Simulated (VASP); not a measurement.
# Si15Mo (P1) in VASP: single point with PBEsol+U

Aim: the single point of Si15Mo with PBEsol+U.

Everything below comes from runs of VASP 6.6.1. Logs are shortened: lines on timing, memory, paths and dates and some standing lists are left out, and cuts for length are marked.

## Step 1: The cell of the first run

The typed cell holds 16 atoms: a = 7.689 Å, b = 7.689 Å, c = 7.689 Å, α = 60.00°, β = 60.00°, γ = 60.00°.

## Step 2: Single point, PBEsol+U, collinear spin

INCAR

```
  ALGO = Normal
  EDIFF = 1E-6
  ENCUT = 520
  GGA = PS
  ISIF = 2
  ISMEAR = 0
  ISPIN = 2
  LASPH = True
  LCHARG = False
  LDAU = True
  LDAUJ = 0 0
  LDAUL = 2 -1
  LDAUPRINT = 1
  LDAUTYPE = 2
  LDAUU = 2 0
  LMAXMIX = 4
  LORBIT = 11
  LREAL = Auto
  LWAVE = False
  MAGMOM = 1.46 0.02 0.02 0.02 0.02 0.02 0.02 0 -0.03 -0.03 -0.03 0 -0.03 0 0 0
  NBANDS = 55
  NELM = 150
  PREC = Accurate
  SIGMA = 0.05
```

KPOINTS

```
k-points
0
Gamma
  3 3 3
```

POSCAR

```
Si15Mo
1.0
    0.0000000000      5.4370000000      5.4370000000
    5.4370000000      0.0000000000      5.4370000000
    5.4370000000      5.4370000000      0.0000000000
Mo Si
1 15
Direct
    0.9993546609      0.9985862513      0.0015552719
    0.9980612521      0.9979787802      0.5023202166
    0.9982386831      0.5001527518      0.9991540387
    0.9981353438      0.5009468725      0.5015105833
    0.5009660284      0.9976566524      0.9995290371
    0.5000846520      0.9979463222      0.5026542266
    0.5012901211      0.5001108728      0.9992638071
    0.4994575473      0.4991015151      0.5007664590
    0.1283864142      0.1275852945      0.1297249614
    0.1274213331      0.1282874892      0.6153177199
    0.1287392062      0.6124180581      0.1289523127
    0.1252836141      0.6240216902      0.6252277249
    0.6131572147      0.1275344374      0.1300523780
    0.6241178574      0.1249124031      0.6256005070
    0.6242990851      0.6237105230      0.1265853926
    0.6241949663      0.6239945633      0.6253315285
```

Potentials or basis: VASP PAW PBE potentials, release 64 (Mo_sv, Si).

Started as:

```
cat potpaw_PBE.64/Mo_sv/POTCAR potpaw_PBE.64/Si/POTCAR > POTCAR
mpirun -np 1 vasp_std > vasp.out
```

OUTCAR:

```text
EDIFF = 1E-6
   ENCUT = 520
   GGA = PS
   ISIF = 2
   ISMEAR = 0
   ISPIN = 2
   LASPH = True
   LORBIT = 11
   LREAL = Auto
   NELM = 150
   PREC = Accurate

 ion  position               nearest neighbor table
   1  0.999  0.999  0.002-  11 2.42  13 2.42   9 2.42  10 2.42
   2  0.998  0.998  0.502-   9 2.34  10 2.34  14 2.35  12 2.35
   3  0.998  0.500  0.999-  11 2.34   9 2.34  12 2.35  15 2.35
   4  0.998  0.501  0.502-  11 2.34  10 2.34  16 2.35  12 2.35
   5  0.501  0.998  1.000-   9 2.34  13 2.34  14 2.35  15 2.35
   6  0.500  0.998  0.503-  13 2.34  10 2.34  14 2.35  16 2.35
[... 8 lines left out ...]
  15  0.624  0.624  0.127-   7 2.35   3 2.35   5 2.35   8 2.35
  16  0.624  0.624  0.625-   7 2.35   4 2.35   6 2.35   8 2.35

  LATTYP: Found a face centered cubic cell.
 ALAT       =    10.8740000000

  Lattice vectors:

 A1 = (   0.0000000000,   5.4370000000,   5.4370000000)
 A2 = (   5.4370000000,   0.0000000000,   5.4370000000)
 A3 = (   5.4370000000,   5.4370000000,   0.0000000000)

Analysis of symmetry for initial positions (statically):
=====================================================================
 Subroutine PRICEL returns:
 Original cell was already a primitive cell.

 Routine SETGRP: Setting up the symmetry group for a
 face centered cubic supercell.

 Subroutine GETGRP returns: Found  1 space group operations
 (whereof  1 operations were pure point group operations)
 out of a pool of 48 trial point group operations.

The static configuration has the point symmetry C_1 .

Analysis of symmetry for dynamics (positions and initial velocities):
=====================================================================
 Subroutine PRICEL returns:
 Original cell was already a primitive cell.

 Routine SETGRP: Setting up the symmetry group for a
 face centered cubic supercell.

 Subroutine GETGRP returns: Found  1 space group operations
 (whereof  1 operations were pure point group operations)
 out of a pool of 48 trial point group operations.

The dynamic configuration has the point symmetry C_1 .

Analysis of structural, dynamic, and magnetic symmetry:
=====================================================================
 Subroutine PRICEL returns:
 Original cell was already a primitive cell.

 Routine SETGRP: Setting up the symmetry group for a
 face centered cubic supercell.

 Subroutine GETGRP returns: Found  1 space group operations
 (whereof  1 operations were pure point group operations)
 out of a pool of 48 trial point group operations.

The overall configuration has the point symmetry C_1 .

 Subroutine INISYM returns: Found  1 space group operations
 (whereof  1 operations are pure point group operations),
 and found     1 'primitive' translations

----------------------------------------------------------------------------------------

                                     Primitive cell

  volume of cell :     321.4460

  direct lattice vectors                    reciprocal lattice vectors
     0.000000000  5.437000000  5.437000000    -0.091962479  0.091962479  0.091962479
     5.437000000  0.000000000  5.437000000     0.091962479 -0.091962479  0.091962479
     5.437000000  5.437000000  0.000000000     0.091962479  0.091962479 -0.091962479

  length of vectors
     7.689079139  7.689079139  7.689079139     0.159283687  0.159283687  0.159283687

  position of ions in fractional coordinates (direct lattice)
     0.999354661  0.998586251  0.001555272
     0.998061252  0.997978780  0.502320217
     0.998238683  0.500152752  0.999154039
     0.998135344  0.500946873  0.501510583
     0.500966028  0.997656652  0.999529037
     0.500084652  0.997946322  0.502654227
[... 8 lines left out ...]
     0.624299085  0.623710523  0.126585393
     0.624194966  0.623994563  0.625331528

  ion indices of the primitive-cell ions
   primitive index   ion index
                 1           1
                 2           2
                 3           3
                 4           4
                 5           5
                 6           6
[... 8 lines left out ...]
                15          15
                16          16

----------------------------------------------------------------------------------------

 KPOINTS: k-points

[... 65 lines left out ...]
   TEBEG  =    0.0;   TEEND  =   0.0 temperature during run
   PSTRESS=    0.0 pullay stress
   NELECT =      74.0000    total number of electrons
   NUPDOWN=      -1.0000    fix difference up-down
   EMIN   =  10.00;   EMAX   =-10.00  energy-range for DOS
   EFERMI =   0.00;   METHOD = LEGACY
   ISMEAR =     0;   SIGMA  =   0.05  broadening in eV -4-tet -1-fermi 0-gaus
   EFERMI_NEDOS =   21; number of points for ismear=-14 and -15
   IALGO  =     38    algorithm
   IMIX   =      4    mixing-type and parameters
     AMIX     =   0.40;   BMIX     =  1.00
     AMIX_MAG =   1.60;   BMIX_MAG =  1.00
  volume/ion in A,a.u.               =      20.09       135.58
  Fermi-wavevector in a.u.,A,eV,Ry     =   1.003343  1.896043 13.696945  1.006697
  Thomas-Fermi vector in A             =   2.135889
   LORBIT       =     11    0 simple, 1 ext, 2 COOP (PROOUT), +10 PAW based schemes
 LDA+U is selected, type is set to LDAUTYPE =  2
   angular momentum for each species LDAUL =     2   -1
   U (eV)           for each species LDAUU =   2.0  0.0
   J (eV)           for each species LDAUJ =   0.0  0.0
   GGA     = PS    functional components
   LHFCALC =     F    Hartree Fock is set to
   AEXX    =    0.0000 exact exchange contribution
   IVDW    =     0    specifies the selected vdW correction
   LEPSILON=     F    determine dielectric tensor
   LRPA    =     F    only Hartree local field effects (RPA)
 spin polarized calculation
 Gauss-broadening in eV      SIGMA  =   0.05
  energy-cutoff  :      520.00
  volume of cell :      321.45
 maximum number of plane-waves:      8682
 NGX is ok and might be reduce to    60
   NGX = 29   NGY = 29   NGZ = 29

atom =   1  type =  1  l = 2

 onsite density matrix

spin component  1

  0.5081  0.0002 -0.0007  0.0001  0.0014
  0.0002  0.5081 -0.0004 -0.0002  0.0001
 -0.0007 -0.0004  0.6936  0.0004  0.0000
  0.0001 -0.0002  0.0004  0.5081 -0.0011
  0.0014  0.0001  0.0000 -0.0011  0.6936

spin component  2

  0.3748  0.0001  0.0010  0.0000 -0.0019
  0.0001  0.3748  0.0006 -0.0001 -0.0001
  0.0010  0.0006  0.0612 -0.0005 -0.0000
  0.0000 -0.0001 -0.0005  0.3748  0.0015
 -0.0019 -0.0001 -0.0000  0.0015  0.0612

 occupancies and eigenvectors

  o =  0.0612  v =  0.0000  0.0000  0.0000  0.0000  0.0000 -0.0013 -0.0017  0.9645  0.0004  0.2642      0.0000  0.0000  0.0000  0.0000  0.0000  0.0000  0.0000  0.0000  0.0000  0.0000
  o =  0.0612  v =  0.0000  0.0000  0.0000  0.0000  0.0000  0.0067  0.0008 -0.2642 -0.0051  0.9644      0.0000  0.0000  0.0000  0.0000  0.0000  0.0000  0.0000  0.0000  0.0000  0.0000
  o =  0.3747  v =  0.0000  0.0000  0.0000  0.0000  0.0000  0.4903 -0.7085  0.0011 -0.5076 -0.0052      0.0000  0.0000  0.0000  0.0000  0.0000  0.0000  0.0000  0.0000  0.0000  0.0000
  o =  0.3748  v =  0.0000  0.0000  0.0000  0.0000  0.0000 -0.6705  0.0656 -0.0007 -0.7390  0.0006      0.0000  0.0000  0.0000  0.0000  0.0000  0.0000  0.0000  0.0000  0.0000  0.0000
  o =  0.3749  v =  0.0000  0.0000  0.0000  0.0000  0.0000  0.5568  0.7027  0.0037 -0.4428 -0.0057      0.0000  0.0000  0.0000  0.0000  0.0000  0.0000  0.0000  0.0000  0.0000  0.0000
  o =  0.5078  v =  0.5451 -0.6612  0.0017 -0.5155 -0.0069  0.0000  0.0000  0.0000  0.0000  0.0000      0.0000  0.0000  0.0000  0.0000  0.0000  0.0000  0.0000  0.0000  0.0000  0.0000
  o =  0.5081  v =  0.6679 -0.0292  0.0008  0.7437 -0.0007  0.0000  0.0000  0.0000  0.0000  0.0000      0.0000  0.0000  0.0000  0.0000  0.0000  0.0000  0.0000  0.0000  0.0000  0.0000
  o =  0.5083  v = -0.5067 -0.7497 -0.0045  0.4256  0.0067  0.0000  0.0000  0.0000  0.0000  0.0000      0.0000  0.0000  0.0000  0.0000  0.0000  0.0000  0.0000  0.0000  0.0000  0.0000
  o =  0.6936  v =  0.0082  0.0009 -0.2143 -0.0062  0.9767  0.0000  0.0000  0.0000  0.0000  0.0000      0.0000  0.0000  0.0000  0.0000  0.0000  0.0000  0.0000  0.0000  0.0000  0.0000
  o =  0.6936  v = -0.0020 -0.0021  0.9768  0.0009  0.2143  0.0000  0.0000  0.0000  0.0000  0.0000      0.0000  0.0000  0.0000  0.0000  0.0000  0.0000  0.0000  0.0000  0.0000  0.0000

 number of electron      74.0000000 magnetization       1.9996304

 Free energy of the ion-electron system (eV)
  ---------------------------------------------------
  ext. energy  EPLUGINS =         0.00000000
  ---------------------------------------------------
  free energy    TOTEN  =       -92.43982376 eV

  energy without entropy =      -92.43978011  energy(sigma->0) =      -92.43980194

 E-fermi :   5.7464     XC(G=0):  -9.6818

 val. band max:        5.6355417275   @ k =   0.3333   0.3333   0.0000
 cond. band min:       5.8453831847   @ k =   0.0000   0.0000   0.0000
 fundamental gap:      0.2098414572
 Fermi energy:         5.7464372290

 spin component 1

 k-point     1 :       0.0000    0.0000    0.0000
  band No.  band energies     occupation
      1     -54.7183      1.00000
      2     -28.9659      1.00000
      3     -28.9642      1.00000
      4     -28.9635      1.00000
      5      -5.9591      1.00000
      6      -3.7679      1.00000
[... 717 lines left out ...]
     48       9.3175      0.00000
     49       9.3991      0.00000
 Fermi energy:         5.7464372290

 spin component 2

 k-point     1 :       0.0000    0.0000    0.0000
  band No.  band energies     occupation
      1     -53.7005      1.00000
      2     -27.8389      1.00000
      3     -27.8384      1.00000
      4     -27.8374      1.00000
      5      -5.9431      1.00000
      6      -3.7503      1.00000
[... 717 lines left out ...]
     48       9.3444      0.00000
     49       9.4314      0.00000
 [bands above 49 left out]

------------------------ aborting loop because EDIFF is reached ----------------------------------------

  FORCE on cell =-STRESS in cart. coord.  units (eV):
  Direction    XX          YY          ZZ          XY          YZ          ZX
  --------------------------------------------------------------------------------------
  -------------------------------------------------------------------------------------
  Total        3.3333353      3.3346714      3.3442410     -0.0041189     -0.0004911     -0.0010567
  in kB       16.6142824     16.6209421     16.6686394     -0.0205299     -0.0024480     -0.0052667
  external PRESSURE =      16.6346213 kB  Pullay stress =       0.0000000 kB

 VOLUME and BASIS-vectors are now :
 -----------------------------------------------------------------------------
  energy-cutoff  :      520.00
  volume of cell :      321.45
      direct lattice vectors                 reciprocal lattice vectors
     0.000000000  5.437000000  5.437000000    -0.091962479  0.091962479  0.091962479
     5.437000000  0.000000000  5.437000000     0.091962479 -0.091962479  0.091962479
     5.437000000  5.437000000  0.000000000     0.091962479  0.091962479 -0.091962479

 POSITION                                       TOTAL-FORCE (eV/Angst)
 -----------------------------------------------------------------------------------
      5.43777      5.44195     10.86280        -0.000300     -0.001594      0.000722
      8.15713      8.15757     10.85247        -0.000561      0.000950     -0.012425
      8.15173     10.85982      8.14675         0.001720     -0.009217      0.000437
      5.45036      8.15357      8.15051         0.011669      0.001532     -0.001670
     10.85870      8.15819      8.14801        -0.010144      0.000250     -0.000775
      8.15877      5.45189      8.14479        -0.001078      0.012404      0.000133
[... 8 lines left out ...]
      4.07936      4.08256      6.78543         0.000921      0.000870     -0.000166
      6.79259      6.79368      6.78641        -0.000432     -0.001709     -0.001597
 -----------------------------------------------------------------------------------
    total drift:                                0.000778     -0.001543      0.013202

  FREE ENERGIE OF THE ION-ELECTRON SYSTEM (eV)
  ---------------------------------------------------
  free  energy   TOTEN  =       -92.4398237643 eV

  energy  without entropy=      -92.4397801108  energy(sigma->0) =      -92.43980194

 total charge

# of ion       s       p       d       tot
------------------------------------------
    1        2.375   6.082   4.108  12.565
    2        0.754   0.936   0.000   1.690
    3        0.754   0.936   0.000   1.690
    4        0.754   0.936   0.000   1.690
    5        0.754   0.936   0.000   1.690
    6        0.754   0.936   0.000   1.690
[... 8 lines left out ...]
   15        0.750   0.941   0.000   1.691
   16        0.750   0.941   0.000   1.691
--------------------------------------------------
tot         13.725  20.222   4.108  38.055

 magnetization (x)

# of ion       s       p       d       tot
------------------------------------------
    1        0.024   0.001   1.650   1.675
    2        0.005   0.012   0.000   0.017
    3        0.005   0.012   0.000   0.017
    4        0.005   0.012   0.000   0.017
    5        0.005   0.012   0.000   0.017
    6        0.005   0.012   0.000   0.017
[... 8 lines left out ...]
   15       -0.001  -0.000   0.000  -0.001
   16       -0.001  -0.000   0.000  -0.001
--------------------------------------------------
tot          0.020  -0.031   1.650   1.640
```

It took 6.8 min on 1 thread of Intel Xeon 6975P-C (Granite Rapids), shared host; peak memory 0.8 GiB.

What came out:

```yaml
Free_energy: -92.4398 eV
Pressure: 1.7 GPa
Largest_force: 0.012 eV/Å
Band_gap_on_the_k_mesh: 0.21 eV (least direct gap 0.39 eV)
Net_moment: 2.00 μB per cell
Site_moments: Mo +1.68; Si +0.02, +0.00, -0.03, -0.00 (each value once) μB
Valence_electrons_inside_the_program's_atomic_spheres: Mo 12.56; Si 1.69, 1.72 (each value once)
```

Forces in eV/Å, atoms in the order of the input:
```
Mo   0.000 -0.002  0.001
Si  -0.001  0.001 -0.012
Si   0.002 -0.009  0.000
Si   0.012  0.002 -0.002
Si  -0.010  0.000 -0.001
Si  -0.001  0.012  0.000
Si   0.000  0.000  0.011
Si   0.000  0.001  0.000
Si  -0.002 -0.003 -0.004
Si  -0.001  0.002 -0.001
Si   0.003 -0.004 -0.001
Si   0.002  0.000  0.004
Si  -0.004  0.003  0.001
Si   0.000 -0.001  0.006
Si   0.001  0.001  0.000
Si   0.000 -0.002 -0.002
```

Eigenvalues of the final occupation matrices:
```
    site  spin  trace               eigenvalues
site 1 d     1   2.91  0.51 0.51 0.51 0.69 0.69
site 1 d     2   1.25  0.06 0.06 0.37 0.37 0.37
```

Caveat: the PAW data sets were made with another functional, which shifts forces and pressure a little; the U is typed as a test and isn't derived for this compound.
